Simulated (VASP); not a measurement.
# AgBr (Fm-3m) in VASP: further runs, part 2 of 2

VASP 6.6.1. The steps go on from the part before.

## 3. Single point, PBEsol

This run uses another cell than the first one, of 22.84 Å³/atom.

File INCAR:

```
PREC     = Accurate       # precision mode
ENCUT    = 630            # plane-wave cutoff, eV
EDIFF    = 1E-6           # SCF threshold, eV
ISMEAR   = -1             # smearing method
SIGMA    = 0.02           # smearing width, eV
LREAL    = F              # projectors in reciprocal space
LASPH    = T              # aspherical terms in the spheres
NELM     = 120            # most SCF steps
ALGO     = Normal         # electronic algorithm
ISIF     = 2              # what is computed and relaxed
LWAVE    = F              # write WAVECAR
LCHARG   = F              # write CHGCAR
GGA      = PS             # functional
NBANDS   = 20             # bands
GGA_COMPAT= F
```

File KPOINTS:

```
regular mesh
0
Gamma
  8 8 8
```

File POSCAR:

```
AgBr
1.0
    0.0000000000      2.8370695401      2.8370695401
    2.8370695401      0.0000000000      2.8370695401
    2.8370695401      2.8370695401      0.0000000000
Ag Br
1 1
Direct
    0.0000000000      0.0000000000      0.0000000000
    0.5000000000      0.5000000000      0.5000000000
```

Potentials or basis: VASP PAW PBE potentials, release 64 (Ag_sv_GW, Br).

On the command line:

```console
$ cat potpaw_PBE.64/Ag_sv_GW/POTCAR potpaw_PBE.64/Br/POTCAR > POTCAR
$ mpirun -np 1 vasp_std > vasp.out
```

OUTCAR:

```text
PREC = Accurate
   ENCUT = 630
   EDIFF = 1E-6
   ISMEAR = -1
   LREAL = F
   LASPH = T
   NELM = 120
   ISIF = 2
   GGA = PS

 ion  position               nearest neighbor table
   1  0.000  0.000  0.000-
   2  0.500  0.500  0.500-

  LATTYP: Found a face centered cubic cell.
 ALAT       =     5.6741390802

  Lattice vectors:

 A1 = (   0.0000000000,   2.8370695401,   2.8370695401)
 A2 = (   2.8370695401,   0.0000000000,   2.8370695401)
 A3 = (   2.8370695401,   2.8370695401,   0.0000000000)

Analysis of symmetry for initial positions (statically):
=====================================================================
 Subroutine PRICEL returns:
 Original cell was already a primitive cell.

 Routine SETGRP: Setting up the symmetry group for a
 face centered cubic supercell.

 Subroutine GETGRP returns: Found 48 space group operations
 (whereof 48 operations were pure point group operations)
 out of a pool of 48 trial point group operations.
[... 157 lines left out ...]
  ext. energy  EPLUGINS =         0.00000000
  ---------------------------------------------------
  free energy    TOTEN  =        -3.62693425 eV

  energy without entropy =       -3.62693422  energy(sigma->0) =       -3.62693424

 E-fermi :   3.7700     XC(G=0): -10.3851

 val. band max:        3.4998693990   @ k =   0.5000   0.0000   0.0000
 cond. band min:       3.9953311624   @ k =   0.0000   0.0000   0.0000
 fundamental gap:      0.4954617634
 Fermi energy:         3.7700281865

 k-point     1 :       0.0000    0.0000    0.0000
  band No.  band energies     occupation
      1     -86.6908      2.00000
      2     -50.2347      2.00000
      3     -50.2347      2.00000
      4     -50.2347      2.00000
      5     -11.8489      2.00000
      6       0.5204      2.00000
[... 541 lines left out ...]
     19      16.1019      0.00000
     20      17.8379      0.00000

 [... further k-points ...]

------------------------ aborting loop because EDIFF is reached ----------------------------------------

  FORCE on cell =-STRESS in cart. coord.  units (eV):
  Direction    XX          YY          ZZ          XY          YZ          ZX
  --------------------------------------------------------------------------------------
  -------------------------------------------------------------------------------------
  Total       -0.0301677     -0.0301677     -0.0301677      0.0000000     -0.0000000      0.0000000
  in kB       -1.0583093     -1.0583093     -1.0583093      0.0000000     -0.0000000      0.0000000
  external PRESSURE =      -1.0583093 kB  Pullay stress =       0.0000000 kB

 VOLUME and BASIS-vectors are now :
 -----------------------------------------------------------------------------
  energy-cutoff  :      630.00
  volume of cell :       45.67
      direct lattice vectors                 reciprocal lattice vectors
     0.000000000  2.837069540  2.837069540    -0.176238190  0.176238190  0.176238190
     2.837069540  0.000000000  2.837069540     0.176238190 -0.176238190  0.176238190
     2.837069540  2.837069540  0.000000000     0.176238190  0.176238190 -0.176238190

 POSITION                                       TOTAL-FORCE (eV/Angst)
 -----------------------------------------------------------------------------------
      0.00000      0.00000      0.00000        -0.000000      0.000000      0.000000
      2.83707      2.83707      2.83707         0.000000     -0.000000     -0.000000
 -----------------------------------------------------------------------------------
    total drift:                               -0.000000      0.000000      0.000000

  FREE ENERGIE OF THE ION-ELECTRON SYSTEM (eV)
  ---------------------------------------------------
  free  energy   TOTEN  =        -3.6269342517 eV

  energy  without entropy=       -3.6269342245  energy(sigma->0) =       -3.62693424
```

OSZICAR:

```text
N       E                     dE             d eps       ncg     rms          rms(c)
DAV:   1     0.345862588843E+03    0.34586E+03   -0.16073E+04  1264   0.160E+03
DAV:   2     0.247971096499E+02   -0.32107E+03   -0.29892E+03  1164   0.564E+02
DAV:   3    -0.441396389154E+01   -0.29211E+02   -0.27795E+02  1704   0.165E+02
DAV:   4    -0.531122326213E+01   -0.89726E+00   -0.89352E+00  1536   0.263E+01
DAV:   5    -0.534190706057E+01   -0.30684E-01   -0.30676E-01  1612   0.586E+00    0.118E+01
DAV:   6    -0.373730160721E+01    0.16046E+01   -0.10645E+01  1672   0.521E+01    0.388E+00
DAV:   7    -0.365181727618E+01    0.85484E-01   -0.53389E-01  1832   0.149E+01    0.167E+00
DAV:   8    -0.362988833634E+01    0.21929E-01   -0.33411E-02  1380   0.330E+00    0.649E-01
DAV:   9    -0.362682691737E+01    0.30614E-02   -0.71671E-03  1868   0.118E+00    0.186E-01
DAV:  10    -0.362695604376E+01   -0.12913E-03   -0.10237E-03  1492   0.252E-01    0.378E-02
DAV:  11    -0.362693588298E+01    0.20161E-04   -0.14674E-04  1880   0.225E-01    0.195E-02
DAV:  12    -0.362693456918E+01    0.13138E-05   -0.12873E-05  1832   0.571E-02    0.596E-03
DAV:  13    -0.362693425173E+01    0.31744E-06   -0.60746E-07   828   0.188E-02
   1 F= -.36269343E+01 E0= -.36269342E+01  d E =-.272680E-07
```

Run time: 26 s. Hardware: 1 thread of Intel Xeon Platinum 8488C (Sapphire Rapids), shared host; peak memory 0.23 GiB.

Results:

| Item | Value |
| --- | --- |
| Free energy | -3.6269 eV |
| Pressure | -0.1 GPa |
| Band gap on the k mesh | 0.50 eV (least direct gap 2.57 eV) |

Levels at points of the mesh, in eV from the valence-band top:
```csv
k point,band 11,band 12,band 13,band 14,band 15,band 16
"(0.00, 0.00, 0.00)",-2.08,-2.08,-2.08,0.50,9.80,9.80
"(0.50, 0.00, 0.00)",-2.28,0.00,0.00,3.44,6.56,6.56
"(0.50, 0.50, 0.00)",-2.52,-2.52,-2.40,1.39,6.84,9.04
```

Caveat: semilocal functionals underestimate gaps, and a narrow one can read as zero; the PAW data sets were made with another functional, which shifts forces and pressure a little.

## 4. Single point, PBE, non-collinear spin, zero start, spin-orbit coupling

File INCAR:

```
PREC = Accurate
ENCUT = 630
EDIFF = 1E-6
ISMEAR = -1
SIGMA = 0.02
LREAL = False
LASPH = True
NELM = 200
ALGO = Normal
ISIF = 2
LWAVE = False
LCHARG = True
MAGMOM = 0 0 0 0 0 0
LORBIT = 11
LSORBIT = True
GGA_COMPAT = False
LORBMOM = True
LMAXMIX = 4
GGA = PE
LVHAR = True
NBANDS = 38
```

File KPOINTS:

```
Automatic mesh
0
Gamma
  8 8 8
```

File POSCAR:

```
AgBr
1.0
    0.0000000000      2.8927339603      2.8927339603
    2.8927339603      0.0000000000      2.8927339603
    2.8927339603      2.8927339603      0.0000000000
Ag Br
1 1
Direct
    0.0000000000      0.0000000000      0.0000000000
    0.5000000000      0.5000000000      0.5000000000
```

Potentials or basis: VASP PAW PBE potentials, release 64 (Ag_sv_GW, Br).

On the command line:

```console
$ cat potpaw_PBE.64/Ag_sv_GW/POTCAR potpaw_PBE.64/Br/POTCAR > POTCAR
$ mpirun -np 1 vasp_ncl > vasp.out
```

OUTCAR:

```text
PREC = Accurate
   ENCUT = 630
   EDIFF = 1E-6
   ISMEAR = -1
   LREAL = False
   LASPH = True
   NELM = 200
   ISIF = 2
   LORBIT = 11
   LSORBIT = True
   GGA = PE

 ion  position               nearest neighbor table
   1  0.000  0.000  0.000-
   2  0.500  0.500  0.500-

  LATTYP: Found a face centered cubic cell.
 ALAT       =     5.7854679206

  Lattice vectors:

 A1 = (   0.0000000000,   2.8927339603,   2.8927339603)
 A2 = (   2.8927339603,   0.0000000000,   2.8927339603)
 A3 = (   2.8927339603,   2.8927339603,   0.0000000000)
[... 1279 lines left out ...]
 l=   3
     0.0000000     0.0000000     0.0000000     0.0000000     0.0000000     0.0000000     0.0000000
     0.0000000     0.0000000     0.0000000     0.0000000     0.0000000     0.0000000     0.0000000
     0.0000000     0.0000000     0.0000000     0.0000000     0.0000000     0.0000000     0.0000000
     0.0000000     0.0000000     0.0000000     0.0000000     0.0000000     0.0000000     0.0000000
     0.0000000     0.0000000     0.0000000     0.0000000     0.0000000     0.0000000     0.0000000
     0.0000000     0.0000000     0.0000000     0.0000000     0.0000000     0.0000000     0.0000000
     0.0000000     0.0000000     0.0000000     0.0000000     0.0000000     0.0000000     0.0000000

 total charge

# of ion       s       p       d       f       tot
--------------------------------------------------
    1        2.089   6.004   8.652   0.003  16.748
    2        1.616   3.193   0.025   0.000   4.834
--------------------------------------------------
tot          3.705   9.198   8.677   0.003  21.583

 magnetization (x)

# of ion       s       p       d       f       tot
--------------------------------------------------
    1        0.000   0.000  -0.000   0.000  -0.000
    2       -0.000  -0.000   0.000   0.000  -0.000
--------------------------------------------------
tot         -0.000  -0.000  -0.000   0.000  -0.000

 magnetization (y)

# of ion       s       p       d       f       tot
--------------------------------------------------
    1        0.000   0.000  -0.000   0.000  -0.000
    2        0.000  -0.000   0.000   0.000  -0.000
--------------------------------------------------
tot          0.000  -0.000  -0.000   0.000  -0.000

 magnetization (z)

# of ion       s       p       d       f       tot
--------------------------------------------------
    1       -0.000  -0.000   0.000   0.000   0.000
    2       -0.000   0.000   0.000   0.000  -0.000
--------------------------------------------------
tot         -0.000   0.000   0.000   0.000  -0.000
```

OSZICAR:

```text
N       E                     dE             d eps       ncg     rms          rms(c)
DAV:   1     0.447364467581E+03    0.44736E+03   -0.15316E+04  2460   0.166E+03
DAV:   2     0.412107369984E+02   -0.40615E+03   -0.36790E+03  2212   0.669E+02
DAV:   3    -0.279194412418E+01   -0.44003E+02   -0.41133E+02  3674   0.216E+02
DAV:   4    -0.489242103908E+01   -0.21005E+01   -0.20695E+01  3256   0.492E+01
DAV:   5    -0.495094285798E+01   -0.58522E-01   -0.58469E-01  3422   0.928E+00    0.918E+00
DAV:   6    -0.343797823879E+01    0.15130E+01   -0.65233E+00  3360   0.491E+01    0.363E+00
DAV:   7    -0.337528057775E+01    0.62698E-01   -0.48402E-01  3256   0.133E+01    0.168E+00
DAV:   8    -0.335400373366E+01    0.21277E-01   -0.30281E-02  2720   0.340E+00    0.664E-01
DAV:   9    -0.335174516334E+01    0.22586E-02   -0.65936E-03  3488   0.116E+00    0.318E-01
DAV:  10    -0.335188724934E+01   -0.14209E-03   -0.96026E-04  3248   0.305E-01    0.124E-01
DAV:  11    -0.335192041380E+01   -0.33164E-04   -0.14964E-04  3484   0.194E-01    0.319E-02
DAV:  12    -0.335191552357E+01    0.48902E-05   -0.48970E-05  3176   0.602E-02    0.145E-02
DAV:  13    -0.335191470117E+01    0.82240E-06   -0.26275E-06  2864   0.316E-02
   1 F= -.33519147E+01 E0= -.33519147E+01  d E =-.183116E-08  mag=    -0.0000    -0.0000    -0.0000
```

Wall time 4.3 min (1 thread of Intel Xeon Platinum 8259CL at 2.50GHz (Skylake/Cascade Lake), shared host); peak memory 0.45 GiB.

What came out:

| Property | Result |
| --- | --- |
| Free energy | -3.3519 eV |
| Pressure | 1.0 GPa |
| Net moment | 0.00 μB per cell |
| Valence electrons inside the program's atomic spheres | Ag 16.75; Br 4.83 |

Moments on the atoms (μB; x, y, z):
```
Ag  0.00 0.00 0.00
Br  0.00 0.00 0.00
```

## 5. Summary

| task | level | potentials or basis | spin | cell | k mesh | cutoff (eV) | grid for exact exchange (PRECFOCK) | share of exact exchange | screening parameter | gap on the mesh (eV) | pressure (GPa) |
| --- | --- | --- | --- | --- | --- | --- | --- | --- | --- | --- | --- |
| relaxation of cell and atoms | HSE06 | VASP PAW PBE potentials, release 64 (Ag, Br) | off | relaxed from a = 4.091 Å, angles 60.0°, 2 atoms | 6 × 6 × 6 | 500 | Normal | 0.25 | 0.2079 1/Å | 2.02 | 0.0 |
| single point | PBEsol | VASP PAW PBE potentials, release 64 (Ag_sv_GW, Br) | off | a = 4.012 Å, angles 60.0°, 2 atoms | 8 × 8 × 8 | 630 | - | - | - | 0.50 | -0.1 |
| single point | PBE | VASP PAW PBE potentials, release 64 (Ag_sv_GW, Br) | non-collinear, zero start, SOC | a = 4.091 Å, angles 60.0°, 2 atoms | 8 × 8 × 8 | 630 | - | - | - | - | 1.0 |

Alike in all rows: smearing fermi-dirac 0.02 eV.

Caveats: the PAW data sets were made with another functional, which shifts forces and pressure a little (at least some runs); semilocal functionals underestimate gaps, and a narrow one can read as zero (at least some runs).

Absolute energies hang on the potentials; compare differences alone.
